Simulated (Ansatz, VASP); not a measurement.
Two plane-wave programs on HfO2

INCAR

```
SYSTEM = HfO2
PREC = Accurate ; ENCUT = 520
EDIFF = 1E-7 ; ISMEAR = -1
SIGMA = 0.02 ; LREAL = .FALSE.
LASPH = .TRUE. ; NELM = 100
ALGO = Normal ; ISIF = 2
LWAVE = .FALSE. ; LCHARG = .TRUE.
GGA = PE ; LELF = .TRUE.
LVHAR = .TRUE. ; NBANDS = 56
```

Contents of KPOINTS:

```
Automatic mesh
0
G
  6 6 6
  0 0 0
```

Contents of POSCAR:

```
HfO2
1.0
    5.0627262045      0.0000000000      0.0048061851
    0.0000000000      5.1295938351      0.0000000000
   -0.8659434892      0.0000000000      5.2740280163
Hf O
4 8
Direct
    0.2767915906      0.4583133127      0.7086595741
    0.7232084094      0.9583133127      0.7913404259
    0.7232084094      0.5416866873      0.2913404259
    0.2767915906      0.0416866873      0.2086595741
    0.4460024398      0.7426719476      0.9770340594
    0.5539975602      0.2426719476      0.5229659406
    0.5539975602      0.2573280524      0.0229659406
    0.4460024398      0.7573280524      0.4770340594
    0.0681538641      0.3280251934      0.3497869601
    0.9318461359      0.8280251934      0.1502130399
    0.9318461359      0.6719748066      0.6502130399
    0.0681538641      0.1719748066      0.8497869601
```

Input for Ansatz:

```yaml
crystal:
  lattice:
    - [5.0627262045, 0.0, 0.0048061851]
    - [0.0, 5.1295938351, 0.0]
    - [-0.8659434892, 0.0, 5.2740280163]
  atoms:
    - { symbol: Hf, position: [0.2767915906, 0.4583133127, 0.7086595741] }
    - { symbol: Hf, position: [0.7232084094, 0.9583133127, 0.7913404259] }
    - { symbol: Hf, position: [0.7232084094, 0.5416866873, 0.2913404259] }
    - { symbol: Hf, position: [0.2767915906, 0.0416866873, 0.2086595741] }
    - { symbol: O, position: [0.4460024398, 0.7426719476, 0.9770340594] }
    - { symbol: O, position: [0.5539975602, 0.2426719476, 0.5229659406] }
    - { symbol: O, position: [0.5539975602, 0.2573280524, 0.0229659406] }
    - { symbol: O, position: [0.4460024398, 0.7573280524, 0.4770340594] }
    - { symbol: O, position: [0.0681538641, 0.3280251934, 0.3497869601] }
    - { symbol: O, position: [0.9318461359, 0.8280251934, 0.1502130399] }
    - { symbol: O, position: [0.9318461359, 0.6719748066, 0.6502130399] }
    - { symbol: O, position: [0.0681538641, 0.1719748066, 0.8497869601] }
kpoints:
  mp_grid: { grid: [6, 6, 6] }
  band_path:
    path:
      - [0.0, 0.0, 0.0]
      - [0.0, 0.5, 0.0]
      - [0.0, 0.5, 0.5]
      - [0.0, 0.0, 0.5]
      - [-0.5, 0.0, 0.5]
      - [-0.5, 0.5, 0.5]
      - [-0.5, 0.5, 0.0]
      - [-0.5, 0.0, 0.0]
    npoints: 1
hamiltonian:
  xc: pbe
scf:
  occupations: { method: fermi_dirac, width: 0.02 }
  n_extra_bands: 7
output:
  forces: true
  stress: true
  eigenvalues: true
```

Change from the starting cell: epitaxial_xy strain -1.0%.

Alike in both runs: task single point; functional PBE; k mesh 6 × 6 × 6; occupations fermi-dirac, width 0.02 eV; no spin polarisation.

```csv
,VASP,Ansatz
version,VASP 6.6.1,Ansatz 0.2.0
potentials or method,"VASP PAW PBE potentials, release 64 (Hf_pv, O)","plane waves, PAW"
plane-wave cutoff (eV),520,420
valence electrons in the cell,88,152
```

VASP gave:

- gap on the k mesh at the Fermi level (eV): 4.08
- pressure (GPa): 5.3
- traceless stress, the component that is largest in VASP (GPa): -3.00
- rms of the force components (eV/Å): 0.015

Question: Estimate Ansatz's values.

Answer: gap on the k mesh at the Fermi level (eV): 4.12; pressure (GPa): 8.5; traceless stress, the component that is largest in VASP (GPa): -2.94; rms of the force components (eV/Å): 0.042.

Atom by atom the forces differ by 0.034 eV/Å (rms over components). VASP's potentials hold 88 valence electrons a cell and Ansatz's 152, so a difference there can come from the potentials and not from the codes.

Spin-orbit coupling is off throughout.
